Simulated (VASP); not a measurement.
A run of VASP 6.6.1 is set up as follows.

The input INCAR:

```
SYSTEM = Be
ALGO     = Normal         ! electronic algorithm
EDIFF    = 1E-6           ! SCF threshold, eV
ENCUT    = 600            ! plane-wave cutoff, eV
GGA_COMPAT= .False.      
ISIF     = 2              ! what is computed and relaxed
ISMEAR   = -1             ! smearing method
LASPH    = .True.         ! aspherical terms in the spheres
LCHARG   = .False.        ! write CHGCAR
LREAL    = .False.        ! projectors in reciprocal space
LWAVE    = .False.        ! write WAVECAR
NBANDS   = 12             ! bands
NELM     = 120            ! most SCF steps
PREC     = Accurate       ! precision mode
SIGMA    = 0.1            ! smearing width, eV
```

The input KPOINTS:

```
k-points
0
Gamma
  4 4 6
  0 0 0
```

POSCAR

```
Be
1.0
    3.7468100000      0.0000000000      0.0000000000
    0.0000000000      3.7468100000      0.0000000000
    0.0000000000      0.0000000000      2.2812800000
Be
4
Direct
    0.2948961982      0.2832344445     -0.0288489179
    0.6973737620      0.7179904044     -0.0134109515
    0.2068382541      0.7684609738      0.5510290022
    0.8008917756      0.2303141905      0.4912309546
```

Potentials or basis: VASP PAW LDA potentials, release 64 (Be).

Launch:

```sh
$ cat potpaw_LDA.64/Be/POTCAR > POTCAR
$ mpirun -np 1 vasp_std > vasp.out
```

(1) Predict the pressure.

(2) Estimate the band gap on the k mesh.

(3) What does it give for the largest force?

Answers

(1) -4.5 GPa.

(2) zero (band 4 reaches 7.56 eV, above the bottom of band 5 at 6.29 eV).

(3) 1.389 eV/Å.

Caveat: the k points lie up to 0.46 Å⁻¹ apart; forces of over 1 eV/Å act on the atoms, so gaps and moduli don't describe the material at rest.
